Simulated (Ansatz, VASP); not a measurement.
## Two plane-wave programs on Ta

```
Ta
1.0
    -1.65945    1.65945    1.65945
     1.65945   -1.65945    1.65945
     1.65945    1.65945   -1.65945
Ta
1
Direct
  0.00000 0.00000 0.00000
```

Alike in both runs: functional PBE; k mesh 14 × 14 × 14; occupations gaussian, width 0.05 eV; no spin polarisation.

Ansatz relaxed the structure, and its values are those at the end. VASP's run is a single point on that final structure, the one shown.

|  | VASP | Ansatz |
| --- | --- | --- |
| version | VASP 6.6.1 | Ansatz 0.2.0 |
| potentials or method | VASP PAW PBE potentials, release 64 (Ta_pv) | scalar-relativistic, plane waves, PAW |
| plane-wave cutoff (eV) | 520 | 420 |
| valence electrons in the cell | 11 | 13 |

VASP gave:

- gap on the k mesh at the Fermi level (eV): none
- pressure (GPa): 0.1

Task: What did Ansatz give for the same quantities?

Result: gap on the k mesh at the Fermi level (eV): none; pressure (GPa): 0.0.

A gap of «none» marks a metal or a gap that the smearing closes. With one functional, cell and mesh, what is left measures potentials, basis and numerics. VASP's potentials hold 11 valence electrons a cell and Ansatz's 13, so a difference there can come from the potentials and not from the codes.

Neither program's run includes spin-orbit coupling.
